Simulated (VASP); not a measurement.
Sc3Al: single point with PBEsol

Sc3Al:

```
Sc Al
1.0
     4.70969    0.00000    0.00000
     0.00000    4.70969    0.00000
     0.00000    0.00000    4.70969
Sc Al
3 1
Direct
  0.50000 0.00000 0.50000
  0.00000 0.50000 0.50000
  0.50000 0.50000 0.00000
  0.00000 0.00000 0.00000
```

| Quantity | Value |
| --- | --- |
| Program | VASP 6.6.1 |
| Task | single point |
| Functional | PBEsol |
| Potentials or basis | VASP PAW PBE potentials, release 64 (Sc_sv, Al) |
| Cutoff | 520 eV |
| k mesh | 8 × 8 × 8 |
| Occupations | gaussian, width 0.05 eV |
| Spin | no spin polarisation |
| Dipole correction | no |
| Further INCAR settings | ALGO = Normal; EDIFF = 1e-06; NBANDS = 26 |

```
Pressure               : -10.0 GPa
Band gap on the k mesh : zero (band 18 reaches 3.62 eV, above the bottom of band 19 at 2.35 eV)
```

Levels at points of the mesh, in eV from the Fermi level:
```
           k point  band 14  band 15  band 16  band 17  band 18  band 19  band 20  band 21  band 22  band 23
(0.00, 0.00, 0.00)    -2.15    -0.78    -0.78    -0.26    -0.26    -0.26     0.37     0.37     0.37     1.92
(0.50, 0.00, 0.00)    -3.77    -1.03    -0.67    -0.67     0.14     0.22     0.65     0.65     1.30     1.36
(0.50, 0.50, 0.00)    -2.60    -2.60    -1.64    -0.71     0.14     0.43     0.43     0.89     0.89     1.48
(0.50, 0.50, 0.50)    -1.38    -1.38    -1.38    -1.12    -1.12    -1.12     0.04     1.17     1.17     1.17
```

Wall time 2.3 min on 1 thread of Intel Xeon 8259CL, with other jobs on the host, peak memory 0.24 GiB.

Caveat: the PAW data sets were made with another functional, which shifts forces and pressure a little.
